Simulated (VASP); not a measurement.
Ag:

```
CELL_PARAMETERS angstrom
0.00000 2.89936 2.89936
2.89936 0.00000 2.89936
2.89936 2.89936 0.00000
ATOMIC_POSITIONS crystal
Ag 0.50000 0.50000 0.50000
Ag 0.75000 0.75000 0.75000
Ag 0.25000 0.25000 0.25000
```

| Item | Value |
| --- | --- |
| Program | VASP 6.6.1 |
| Task | relaxation of cell and atoms |
| Functional | PBE |
| Potentials or basis | VASP PAW PBE potentials, release 64 (Ag) |
| Cutoff | 600 eV |
| k mesh | 6 × 6 × 6 |
| Occupations | gaussian, width 0.1 eV |
| Spin | no spin polarisation |

At the start: pressure 40.1 GPa; volume 16.25 Å³/atom.

Q: How do energy, volume and symmetry change on relaxing?

A: Over 3 steps the energy falls by 498.4 meV/atom and the volume is 21.72 Å³/atom (+33.7 %); space group Fm-3m (No. 225, to 0.05 Å).

The path:
| step | energy change (eV) | largest force (eV/Å) | pressure (GPa) | volume (Å³) |
| --- | --- | --- | --- | --- |
| 1 | 0.0000 | 0.0000 | 40.12 | 48.75 |
| 2 | -0.9110 | 0.0000 | -7.79 | 83.46 |
| 3 | -1.4951 | 0.0000 | -0.07 | 65.17 |

Final structure:
```yaml
crystal:
  lattice:
    - [0.00000, 3.19400, 3.19400]
    - [3.19400, 0.00000, 3.19400]
    - [3.19400, 3.19400, 0.00000]
  atoms:
    - { symbol: Ag, position: [0.50000, 0.50000, 0.50000] }
    - { symbol: Ag, position: [0.75000, 0.75000, 0.75000] }
    - { symbol: Ag, position: [0.25000, 0.25000, 0.25000] }
```

Caveat: the volume moved by over 15 % at a fixed basis, so the end points are rough.
